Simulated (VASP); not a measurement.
Ti2Re2Pb: relaxation of cell and atoms with PBE

The system is Ti2Re2Pb.

```xyz
5
Lattice="-2.0226 2.0226 5.3067 2.0226 -2.0226 5.3067 2.0226 2.0226 -5.3067" Properties=species:S:1:pos:R:3 pbc="T T T"
Ti    0.0000    0.0000    6.6440
Ti    0.0000    0.0000    3.9694
Re    2.0226    0.0000    2.6534
Re    0.0000    2.0226    2.6534
Pb    0.0000    0.0000    0.0000
```

* Program: VASP 6.6.1
* Task: relaxation of cell and atoms
* Functional: PBE
* Potentials or basis: VASP PAW PBE potentials, release 64 (Ti_sv, Re, Pb_d)
* Cutoff: 600 eV
* k mesh: 6 × 6 × 6
* Occupations: gaussian, width 0.1 eV
* Spin: no spin polarisation
* Dipole correction: no
* Further INCAR settings: ALGO = Normal; EDIFF = 1e-06; IBRION = 2; EDIFFG = -0.04; NSW = 90; ISIF = 3

| Quantity | Value |
| --- | --- |
| Relaxed volume | 19.58 Å³/atom |
| Relaxed cell | a = 7.967 Å, b = 7.967 Å, c = 7.967 Å, α = 153.87°, β = 153.87°, γ = 37.28° |
| Space group after relaxing (to 0.1 Å) | I4/mmm (No. 139) |
| Energy gained by relaxing | 381.4 meV/atom |
| Ionic steps | 17 |
| Pressure after relaxing | 0.0 GPa |
| Largest force after relaxing | 0.007 eV/Å |
| Band gap on the k mesh | zero (bands 26 and 27 overlap by 0.78 eV) |

Forces on the atoms (eV/Å):
```
Ti   0.000  0.000  0.007
Ti   0.000  0.000 -0.007
Re   0.000  0.000  0.000
Re   0.000  0.000  0.000
Pb   0.000  0.000  0.000
```

Stress tensor (GPa, compression positive):
```
 0.03  0.00  0.00
 0.00  0.03  0.00
 0.00  0.00 -0.12
```

Step by step:
| step | energy change (eV) | largest force (eV/Å) | pressure (GPa) | volume (Å³) |
| --- | --- | --- | --- | --- |
| 1 | 0.0000 | 2.6394 | 21.90 | 86.84 |
| 2 | 0.9517 | 2.7629 | -18.93 | 120.17 |
| 3 | -0.8303 | 0.2789 | -1.90 | 98.61 |
| 4 | -0.8336 | 0.1563 | -0.93 | 97.95 |
| 5 | -1.0804 | 0.0361 | -1.02 | 98.64 |
| 6 | -1.6445 | 0.9800 | 0.26 | 99.32 |
| 7 | -1.5826 | 0.9338 | 10.42 | 95.22 |
| 8 | -1.8252 | 0.9219 | 3.10 | 97.92 |
| 9 | -1.8231 | 0.9364 | 4.16 | 97.43 |
| 10 | -1.6834 | 0.4429 | -8.09 | 106.16 |
| 11 | -1.8713 | 0.3571 | -0.72 | 100.34 |
| 12 | -1.8715 | 0.3833 | -0.48 | 100.16 |
| 13 | -1.8716 | 0.3938 | -0.38 | 100.09 |
| 14 | -1.8861 | 0.3255 | -0.10 | 99.43 |
| 15 | -1.9056 | 0.0847 | 0.86 | 97.48 |
| 16 | -1.8938 | 0.2558 | -2.36 | 99.14 |
| 17 | -1.9072 | 0.0066 | -0.02 | 97.90 |

Final structure:
```xyz
5
Lattice="-1.8006 1.8006 7.5489 1.8006 -1.8006 7.5489 1.8006 1.8006 -7.5489" Properties=species:S:1:pos:R:3 pbc="T T T"
Ti    0.0000    0.0000    9.2623
Ti    0.0000    0.0000    5.8355
Re    1.8006    0.0000    3.7744
Re    0.0000    1.8006    3.7744
Pb    0.0000    0.0000    0.0000
```

Levels at points of the mesh, in eV from the Fermi level:
| k point | band 22 | band 23 | band 24 | band 25 | band 26 | band 27 | band 28 | band 29 | band 30 | band 31 |
| --- | --- | --- | --- | --- | --- | --- | --- | --- | --- | --- |
| (0.00, 0.00, 0.00) | -1.75 | -0.43 | 0.36 | 0.36 | 0.48 | 0.71 | 0.71 | 1.39 | 1.56 | 1.69 |
| (0.50, 0.00, 0.00) | -1.73 | -1.51 | -1.42 | -1.35 | -0.90 | -0.10 | -0.01 | 0.58 | 0.61 | 0.76 |
| (0.50, 0.50, 0.00) | -1.84 | -1.59 | -0.72 | -0.26 | 0.00 | 1.03 | 1.21 | 1.21 | 1.32 | 1.34 |
| (0.50, 0.50, 0.50) | -1.11 | -0.32 | -0.29 | -0.29 | 0.02 | 0.92 | 1.41 | 1.54 | 2.22 | 2.31 |

Wall time 60 min on 1 thread of Intel(R) Xeon(R) Platinum 8488C (Sapphire Rapids), on a shared host, peak memory 0.42 GiB.

Caveat: a cell axis changed by over 15 % at a fixed basis, so the end point is rough; spin-orbit coupling is left out, which moves the levels of the heavy elements.
